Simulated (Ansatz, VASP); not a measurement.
## Pd in VASP and in Ansatz

File INCAR:

```
  ALGO = Normal
  EDIFF = 1E-6
  ENCUT = 520
  GGA = PE
  ISIF = 2
  ISMEAR = -1
  LASPH = T
  LCHARG = T
  LELF = T
  LREAL = F
  LVHAR = T
  LWAVE = F
  NBANDS = 17
  NELM = 60
  PREC = Accurate
  SIGMA = 0.08
```

File KPOINTS:

```
k-points
0
Gamma
  12 12 12
```

The input POSCAR:

```
Pd
1.0
    0.0000000000      2.8053267340      2.8053267340
    2.8053267340      0.0000000000      2.8053267340
    2.8053267340      2.8053267340      0.0000000000
Pd
2
Direct
   -0.1250000000     -0.1250000000     -0.1250000000
    0.1250000000      0.1250000000      0.1250000000
```

Input for Ansatz:

```yaml
crystal:
  lattice:
    - [0.0, 2.805326734, 2.805326734]
    - [2.805326734, 0.0, 2.805326734]
    - [2.805326734, 2.805326734, 0.0]
  atoms:
    - { symbol: Pd, position: [-0.125, -0.125, -0.125] }
    - { symbol: Pd, position: [0.125, 0.125, 0.125] }
kpoints:
  mp_grid: { grid: [12, 12, 12] }
scf:
  occupations: { method: fermi_dirac, width: 0.08 }
hamiltonian:
  xc: pbe
  pseudopotentials: { kind: paw }
output:
  forces: true
  stress: true
  eigenvalues: true
  populations: true
```

Change from the starting cell: volume scaled by 0.9, PAW files.

Alike in both runs: task single point; functional PBE; k mesh 12 × 12 × 12; occupations fermi-dirac, width 0.08 eV; no spin polarisation.

```csv
,VASP,Ansatz
version,VASP 6.6.1,Ansatz 0.2.0
potentials or method,"VASP PAW PBE potentials, release 64 (Pd)","PAW with Ansatz's default frozen-core files, scalar-relativistic"
plane-wave cutoff (eV),520,420
valence electrons in the cell,20,36
```

```csv
,VASP,Ansatz,Ansatz less VASP
pressure (GPa),8.7,9.2,+0.56
```

VASP's potentials hold 20 valence electrons a cell and Ansatz's 36, so a difference there can come from the potentials and not from the codes.
